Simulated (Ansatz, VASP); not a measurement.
# Ga2PI3: VASP beside Ansatz

```
Ga P I
1.0
     8.40050    0.00000    0.00000
    -4.20025    7.27504    0.00000
     0.00000    0.00000    3.73588
Ga P I
2 1 3
Direct
  0.33333 0.66667 0.00000
  0.66667 0.33333 0.00000
  0.00000 0.00000 0.00000
  0.50000 0.00000 0.50000
  0.50000 0.50000 0.50000
  0.00000 0.50000 0.50000
```

Change from the starting cell: species swapped into the TbB2Ru3 type (P6/mmm, No. 191).

Alike in both runs: functional PBE; k mesh 6 × 6 × 10; occupations gaussian, width 0.1 eV; no spin polarisation.

Ansatz relaxed the structure, and its values are those at the end. VASP's run is a single point on that final structure, the one shown.

|  | VASP | Ansatz |
| --- | --- | --- |
| version | VASP 6.6.1 | Ansatz 0.2.0 |
| potentials or method | VASP PAW PBE potentials, release 64 (Ga_d, P, I), cutoff 520 eV | scalar-relativistic, plane waves, PAW |
| valence electrons in the cell | 52 | 82 |

|  | VASP | Ansatz | Ansatz less VASP |
| --- | --- | --- | --- |
| gap on the k mesh at the Fermi level (eV) | none | none | - |
| pressure (GPa) | 0.0 | 0.0 | -0.01 |

A gap of «none» marks a metal or a gap that the smearing closes. VASP's potentials hold 52 valence electrons a cell and Ansatz's 82, so a difference there can come from the potentials and not from the codes.

Spin-orbit coupling is off throughout.
